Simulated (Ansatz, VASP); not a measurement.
NiO in VASP and in Ansatz

```
CELL_PARAMETERS angstrom
0.00000 2.08590 2.08590
2.08590 0.00000 2.08590
2.08590 2.08590 0.00000
ATOMIC_POSITIONS crystal
Ni 0.00000 0.00000 0.00000
O 0.50000 0.50000 0.50000
```

Alike in both runs: task single point; functional PBE exchange alone; k mesh 11 × 11 × 11; occupations fermi-dirac, width 0.05 eV; collinear spin.

|  | VASP | Ansatz |
| --- | --- | --- |
| version | VASP 6.6.1 | Ansatz 0.2.0 |
| potentials or method | VASP PAW PBE potentials, release 64 (Ni, O) | Ansatz PAW |
| plane-wave cutoff (eV) | 520 | 420 |
| valence electrons in the cell | 16 | 24 |

VASP gave:

| Item | Value |
| --- | --- |
| gap on the k mesh at the Fermi level (eV) | none |
| net moment per atom (μB) | 0.94 |
| size of the moment on the site where the two differ most (μB) | 0.30 |

Task: What did Ansatz give for the same quantities?

Result: gap on the k mesh at the Fermi level (eV): none; net moment per atom (μB): 0.95; size of the moment on the site where the two differ most (μB): 0.32.

VASP's potentials were made for PBE, not for PBE exchange alone. Site moments also hang on the region over which each program counts them. A gap of «none» marks a metal or a gap that the smearing closes. VASP's potentials hold 16 valence electrons a cell and Ansatz's 24, so a difference there can come from the potentials and not from the codes.
